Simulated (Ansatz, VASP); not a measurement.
ScAl3N3: VASP beside Ansatz

```xyz
7
Lattice="5.0642 0.0000 0.0000 -2.5321 4.3857 0.0000 0.0000 0.0000 4.8082" Properties=species:S:1:pos:R:3 pbc="T T T"
Sc    0.0000    0.0000    0.0000
Al   -1.2425    3.6412    2.4041
Al    0.0000    1.4890    2.4041
Al    1.2425    3.6412    2.4041
N     0.0000    2.9238    0.0000
N     2.5321    1.4619    1.7699
N     2.5321    1.4619    3.0383
```

Alike in both runs: functional PBE; k mesh 4 × 4 × 3; occupations gaussian, width 0.2 eV; no spin polarisation.

Ansatz relaxed the structure, and its values are those at the end. VASP's run is a single point on that final structure, the one shown.

|  | VASP | Ansatz |
| --- | --- | --- |
| version | VASP 6.6.1 | Ansatz 0.2.0 |
| potentials or method | VASP PAW PBE potentials, release 64 (Sc_sv, Al, N_h), cutoff 1330 eV | scalar-relativistic, plane waves, PAW |
| valence electrons in the cell | 35 | 35 |

VASP gave:

```
gap on the k mesh at the Fermi level (eV) : none
pressure (GPa)                            : 0.4
rms of the force components (eV/Å)        : 0.024
```

Q: Estimate Ansatz's values.

A: gap on the k mesh at the Fermi level (eV): none; pressure (GPa): 0.4; rms of the force components (eV/Å): 0.018.

A gap of «none» marks a metal or a gap that the smearing closes. With one functional, cell and mesh, what is left measures potentials, basis and numerics.

The k mesh is coarse, so the values compare programs but aren't converged.
